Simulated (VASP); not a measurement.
Input of a VASP 6.6.1 run:

File INCAR:

```
PREC = Accurate ; ENCUT = 520
EDIFF = 1E-6 ; ISMEAR = 0
SIGMA = 0.05 ; LREAL = False
LASPH = True ; NELM = 80
ALGO = Normal ; ISIF = 2
LWAVE = False ; LCHARG = False
GGA = PS ; NBANDS = 20
```

Contents of KPOINTS:

```
Automatic mesh
0
Gamma
  12 12 12
```

The input POSCAR:

```
WS2
1.0
    1.5535281819      0.8969299140      6.3670992685
   -1.5535281819      0.8969299140      6.3670992685
    0.0000000000     -1.7938598280      6.3670992685
W S
1 2
Direct
    0.0000000000      0.0000000000      0.0000000000
    0.7503000000      0.7503000000      0.7503000000
    0.5810000000      0.5810000000      0.5810000000
```

Potentials or basis: VASP PAW PBE potentials, release 64 (W_sv, S).

Launch:

```sh
$ cat potpaw_PBE.64/W_sv/POTCAR potpaw_PBE.64/S/POTCAR > POTCAR
$ mpirun -np 1 vasp_std > vasp.out
```

Estimate the largest force.

0.970 eV/Å.

Predict the band gap on the k mesh.

1.15 eV (least direct gap 2.23 eV).

Forces on the atoms (eV/Å):
```
W    0.000  0.000 -0.597
S    0.000  0.000 -0.373
S    0.000  0.000  0.970
```

Caveat: the PAW data sets were made with another functional, which shifts forces and pressure a little; spin-orbit coupling is left out, which moves the levels of the heavy elements. A k mesh can miss the band edges.
